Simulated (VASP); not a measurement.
Wanted: the native input for a VASP 6.6.1 run.

```yaml
Task: single point
Functional: PBEsol
Potentials_or_basis: VASP PAW PBE potentials, release 64 (Li_sv)
Cutoff: 520 eV
k_mesh: 18 × 18 × 18
Occupations: gaussian, width 0.15 eV
Spin: no spin polarisation
Dipole_correction: no
Further_INCAR_settings: ALGO = Normal; EDIFF = 1e-07; NBANDS = 8
```

The structure of Li lies in POSCAR:

```
Li
1.0
    0.0000000000      2.2680600000      2.2680600000
    2.2680600000      0.0000000000      2.2680600000
    2.2680600000      2.2680600000      0.0000000000
Li
1
Direct
    0.0000000000      0.0000000000      0.0000000000
```

This isn't the form of Li at room conditions, which is bcc.

This cell differs from its parent crystal: strain +0.030 along x and y, +0.030 along z.

These files were run (other wordings do the same):

INCAR

```
ALGO = Normal
EDIFF = 1E-7
ENCUT = 520
GGA = PS
ISIF = 2
ISMEAR = 0
LASPH = True
LCHARG = True
LELF = True
LREAL = False
LVHAR = True
LWAVE = False
NBANDS = 8
NELM = 60
PREC = Accurate
SIGMA = 0.15
```

KPOINTS

```
k-points
0
Gamma
  18 18 18
```

Potentials or basis: VASP PAW PBE potentials, release 64 (Li_sv).

The run is started by

```console
$ cat potpaw_PBE.64/Li_sv/POTCAR > POTCAR
$ mpirun -np 1 vasp_std > vasp.out
```

Results of the run:

```yaml
Band_gap_on_the_k_mesh: zero (an odd number of electrons rules out a gap without spin polarisation)
```

Caveat: the cell differs from its parent crystal (strain +0.030 along x and y, +0.030 along z).

It took 9.1 s on 1 thread of Intel(R) Xeon(R) 6975P-C (Granite Rapids), with other jobs on the host, peak memory 0.14 GiB.
